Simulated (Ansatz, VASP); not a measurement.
**One calculation of Nb, two programs**

```
Nb
1.0
     5.42562    0.00000    0.00000
     0.00000    4.84694    0.00000
     0.00000    0.00000    2.79553
Nb
4
Direct
  0.13204 0.25000 0.64553
  0.86796 0.75000 0.35447
  0.36796 0.75000 0.14553
  0.63204 0.25000 0.85447
```

Alike in both runs: functional PBE; k mesh 10 × 10 × 16; occupations gaussian, width 0.1 eV; no spin polarisation.

Ansatz relaxed the structure, and its values are those at the end. VASP's run is a single point on that final structure, the one shown.

|  | VASP | Ansatz |
| --- | --- | --- |
| version | VASP 6.6.1 | Ansatz 0.2.0 |
| potentials or method | VASP PAW PBE potentials, release 64 (Nb_sv), cutoff 500 eV | scalar-relativistic, plane waves, PAW |
| valence electrons in the cell | 52 | 52 |

```tsv
	VASP	Ansatz	Ansatz less VASP
gap on the k mesh at the Fermi level (eV)	none	none	-
pressure (GPa)	-0.4	0.0	+0.36
```

A gap of «none» marks a metal or a gap that the smearing closes.
